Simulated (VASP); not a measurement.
Write the native input for VASP 6.6.1 that does the following.

| Item | Value |
| --- | --- |
| Task | single point |
| Functional | PBEsol |
| Potentials or basis | VASP PAW PBE potentials, release 64 (Mo_sv, S) |
| Cutoff | 520 eV |
| k mesh | 10 × 10 × 5 |
| Occupations | methfessel-paxton, width 0.1 eV |
| Spin | no spin polarisation |
| Dipole correction | no |
| Further INCAR settings | ALGO = Normal; EDIFF = 1e-07; NBANDS = 20 |

The structure of MoS2 lies in POSCAR:

```
MoS2
1.0
    3.2559022802      0.0000000000      0.0000000000
   -1.6279506357      2.8196934011      0.0000000000
    0.0000000000      0.0000000000      6.3680923681
Mo S
1 2
Direct
    0.0000000000      0.0000000000      0.5000000000
    0.3333333333      0.6666666667      0.2553190000
    0.6666666667      0.3333333333      0.7446810000
```

The input as run:

INCAR

```
PREC     = Accurate       # precision mode
ENCUT    = 520            # plane-wave cutoff, eV
EDIFF    = 1E-7           # SCF threshold, eV
ISMEAR   = 1              # smearing method
SIGMA    = 0.1            # smearing width, eV
LREAL    = False          # projectors in reciprocal space
LASPH    = True           # aspherical terms in the spheres
NELM     = 80             # most SCF steps
ALGO     = Normal         # electronic algorithm
ISIF     = 2              # what is computed and relaxed
LWAVE    = False          # write WAVECAR
LCHARG   = False          # write CHGCAR
GGA      = PS             # functional
NBANDS   = 20             # bands
```

KPOINTS

```
Automatic mesh
0
Gamma
  10 10 5
```

Potentials or basis: VASP PAW PBE potentials, release 64 (Mo_sv, S).

The run is started by

```sh
$ cat potpaw_PBE.64/Mo_sv/POTCAR potpaw_PBE.64/S/POTCAR > POTCAR
$ mpirun -np 1 vasp_std > vasp.out
```

It gave:

```yaml
Pressure: -6.5 GPa
Largest_force: 0.379 eV/Å
Band_gap_on_the_k_mesh: zero (band 13 reaches 6.90 eV, above the bottom of band 14 at 6.13 eV)
```

Caveat: the PAW data sets were made with another functional, which shifts forces and pressure a little; this functional lacks dispersion, which binds the layers, so the pressure and a relaxed spacing across them are unreliable.

Run time: 80 s on 1 thread of Intel Xeon 8259CL, on a shared host, peak memory 0.21 GiB.
